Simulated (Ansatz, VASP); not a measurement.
HfN: VASP beside Ansatz

The input INCAR:

```
ALGO = Normal
EDIFF = 1E-6
ENCUT = 520
GGA = PE
ISIF = 2
ISMEAR = 0
LASPH = T
LCHARG = F
LREAL = F
LWAVE = F
NBANDS = 23
NELM = 100
PREC = Accurate
SIGMA = 0.05
```

File KPOINTS:

```
k-points
0
Gamma
  12 12 6
```

File POSCAR:

```
HfN
1.0
    3.1339080219      0.0000000000      0.0000000000
   -1.5669540110      2.7140439601      0.0000000000
    0.0000000000      0.0000000000      5.4167677200
Hf N
2 2
Direct
    0.6666666700      0.3333333300      0.7500000000
    0.3333333300      0.6666666700      0.2500000000
    0.0000000000      0.0000000000      0.0000000000
    0.0000000000      0.0000000000      0.5000000000
```

Input for Ansatz:

```yaml
crystal:
  lattice:
    - [3.1339080219, 0.0, 0.0]
    - [-1.566954011, 2.7140439601, 0.0]
    - [0.0, 0.0, 5.41676772]
  atoms:
    - { symbol: Hf, position: [0.66666667, 0.33333333, 0.75] }
    - { symbol: Hf, position: [0.33333333, 0.66666667, 0.25] }
    - { symbol: "N", position: [0.0, 0.0, 0.0] }
    - { symbol: "N", position: [0.0, 0.0, 0.5] }
basis:
  ecutwfc: 500
  fft_grid_basis: typed
kpoints:
  mp_grid: { grid: [12, 12, 6] }
hamiltonian:
  xc: pbe
scf:
  occupations: { method: gaussian, width: 0.05 }
output:
  forces: true
  stress: true
  eigenvalues: true
  bader: true
  write_density: true
  volumetric_format: npy
  elf: true
```

Alike in both runs: task single point; functional PBE; k mesh 12 × 12 × 6; occupations gaussian, width 0.05 eV; no spin polarisation.

|  | VASP | Ansatz |
| --- | --- | --- |
| version | VASP 6.6.1 | Ansatz 0.2.0 |
| potentials or method | VASP PAW PBE potentials, release 64 (Hf_pv, N), cutoff 520 eV | scalar-relativistic, plane waves, PAW |
| valence electrons in the cell | 30 | 62 |

|  | VASP | Ansatz | Ansatz less VASP |
| --- | --- | --- | --- |
| gap on the k mesh at the Fermi level (eV) | none | none | - |
| pressure (GPa) | 3.9 | 6.1 | +2.25 |
| traceless stress, the component that is largest in VASP (GPa) | -0.43 | -0.46 | -0.032 |

A gap of «none» marks a metal or a gap that the smearing closes. The functional is the same, so the differences come from potentials, cutoffs and numerics. VASP's potentials hold 30 valence electrons a cell and Ansatz's 62, so a difference there can come from the potentials and not from the codes.

Neither program's run includes spin-orbit coupling.
